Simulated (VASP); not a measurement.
Set up this calculation in VASP 6.6.1, as the native input.

```
Task                   : single point
Functional             : RPBE
Potentials or basis    : VASP PAW PBE potentials, release 64 (Hf_pv, C)
Cutoff                 : 520 eV
k mesh                 : 11 × 11 × 11
Occupations            : fermi-dirac, width 0.1 eV
Spin                   : no spin polarisation
Dipole correction      : no
Further INCAR settings : ALGO = Normal; EDIFF = 1e-06; NBANDS = 14
```

The structure of HfC lies in POSCAR:

```
HfC
1.0
    0.0000000000      2.3393315165      2.3393315165
    2.3393315165      0.0000000000      2.3393315165
    2.3393315165      2.3393315165      0.0000000000
Hf C
1 1
Direct
    0.5000000000      0.5000000000      0.5000000000
    0.0000000000      0.0000000000      0.0000000000
```

One way to write it, as run:

INCAR

```
SYSTEM = HfC
PREC     = Accurate       ! precision mode
ENCUT    = 520            ! plane-wave cutoff, eV
EDIFF    = 1E-6           ! SCF threshold, eV
ISMEAR   = -1             ! smearing method
SIGMA    = 0.1            ! smearing width, eV
LREAL    = .FALSE.        ! projectors in reciprocal space
LASPH    = .TRUE.         ! aspherical terms in the spheres
NELM     = 80             ! most SCF steps
ALGO     = Normal         ! electronic algorithm
ISIF     = 2              ! what is computed and relaxed
LWAVE    = .FALSE.        ! write WAVECAR
LCHARG   = .TRUE.         ! write CHGCAR
GGA      = RP             ! functional
LELF     = .TRUE.         ! ELF
LVHAR    = .TRUE.       
NBANDS   = 14             ! bands
```

KPOINTS

```
Automatic mesh
0
G
  11 11 11
  0 0 0
```

Potentials or basis: VASP PAW PBE potentials, release 64 (Hf_pv, C).

Run with:

```sh
$ cat potpaw_PBE.64/Hf_pv/POTCAR potpaw_PBE.64/C/POTCAR > POTCAR
$ mpirun -np 1 vasp_std > vasp.out
```

Results of the run:

```
Pressure               : -0.8 GPa
Band gap on the k mesh : zero (band 7 reaches 6.91 eV, above the bottom of band 8 at 5.50 eV)
```

Caveat: the PAW data sets were made with another functional, which shifts forces and pressure a little; spin-orbit coupling is left out, which moves the levels of the heavy elements.

Run time: 19 s on 1 thread of Intel(R) Xeon(R) Platinum 8124M CPU @ 3.00GHz (Skylake/Cascade Lake), on a shared host, peak memory 0.17 GiB.
